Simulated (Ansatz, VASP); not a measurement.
# Two plane-wave programs on SiC

INCAR

```
PREC = Accurate
ENCUT = 520
EDIFF = 1E-6
ISMEAR = 0
SIGMA = 0.05
LREAL = F
LASPH = T
NELM = 100
ALGO = Normal
ISIF = 2
LWAVE = F
LCHARG = F
GGA = PE
IBRION = 2
NSW = 50
EDIFFG = -0.01
```

The input KPOINTS:

```
regular mesh
0
Gamma
  12 12 6
```

File POSCAR:

```
SiC
1.0
    2.9964638672      0.0000000000      0.0000000000
   -1.4982319336      2.5950138305      0.0000000000
    0.0000000000      0.0000000000      4.5381445269
Si C
2 2
Direct
    0.3333333333      0.6666666667      0.0045639005
    0.6666666667      0.3333333333      0.5045639005
    0.3333333333      0.6666666667      0.3804360995
    0.6666666667      0.3333333333      0.8804360995
```

Input for Ansatz:

```yaml
crystal:
  lattice:
    - [2.9964638672, 0.0, 0.0]
    - [-1.4982319336, 2.5950138305, 0.0]
    - [0.0, 0.0, 4.5381445269]
  atoms:
    - { symbol: Si, position: [0.3333333333, 0.6666666667, 0.0045639005] }
    - { symbol: Si, position: [0.6666666667, 0.3333333333, 0.5045639005] }
    - { symbol: C, position: [0.3333333333, 0.6666666667, 0.3804360995] }
    - { symbol: C, position: [0.6666666667, 0.3333333333, 0.8804360995] }
basis:
  ecutwfc: 520.0
kpoints:
  mp_grid: { grid: [12, 12, 6] }
hamiltonian:
  xc: pbe
  pseudopotentials: { kind: paw, azcp: { folder: soft_1 } }
scf:
  occupations: { method: gaussian, width: 0.05 }
output:
  forces: true
  stress: true
  eigenvalues: true
relax:
  adjacent_minimum: "off"
  f_tol: 0.01
  max_steps: 30
```

Alike in both runs: task relaxation of the atoms; functional PBE; k mesh 12 × 12 × 6; occupations gaussian, width 0.05 eV; no spin polarisation.

```csv
,VASP,Ansatz
version,VASP 6.6.1,Ansatz 0.2.0
potentials or method,"VASP PAW PBE potentials, release 64 (Si, C), cutoff 520 eV","scalar-relativistic, plane waves, PAW"
valence electrons in the cell,16,16
```

```tsv
	VASP	Ansatz	Ansatz less VASP
gap on the k mesh at the Fermi level, each at its own relaxed structure (eV)	1.66	1.67	+0.008
```

Ansatz's warnings: stress scf threshold loose.
